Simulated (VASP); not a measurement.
A run of VASP 6.6.1 is set up as follows.

INCAR

```
  PREC = Accurate
  ENCUT = 520
  EDIFF = 1E-6
  ISMEAR = -1
  SIGMA = 0.06122561905347299
  LREAL = False
  LASPH = True
  NELM = 80
  ALGO = Normal
  ISIF = 2
  LWAVE = False
  LCHARG = False
  GGA = PE
  NBANDS = 53
```

Contents of KPOINTS:

```
Automatic mesh
0
Gamma
  8 8 8
```

POSCAR

```
Zn2O3
1.0
    4.7729574225      0.0000000000      0.0000000000
    0.0000000000      4.7729574225      0.0000000000
    0.0000000000      0.0000000000      4.7729574225
Zn O
4 6
Direct
    0.2500000000      0.2500000000      0.2500000000
    0.7500000000      0.7500000000      0.2500000000
    0.7500000000      0.2500000000      0.7500000000
    0.2500000000      0.7500000000      0.7500000000
    0.5000000000      0.0000000000      0.0000000000
    0.0000000000      0.5000000000      0.0000000000
    0.0000000000      0.0000000000      0.5000000000
    0.5000000000      0.5000000000      0.0000000000
    0.5000000000      0.0000000000      0.5000000000
    0.0000000000      0.5000000000      0.5000000000
```

Potentials or basis: VASP PAW PBE potentials, release 64 (Zn, O).

Launch:

```bash
$ cat potpaw_PBE.64/Zn/POTCAR potpaw_PBE.64/O/POTCAR > POTCAR
$ mpirun -np 1 vasp_std > vasp.out
```

Task: What does it give for the band gap on the k mesh?

Result: Zero (bands 42 and 43 overlap by 1.30 eV).

Task: What does it give for the pressure?

Result: 6.9 GPa.

Caveat: the cell stands under pressure.
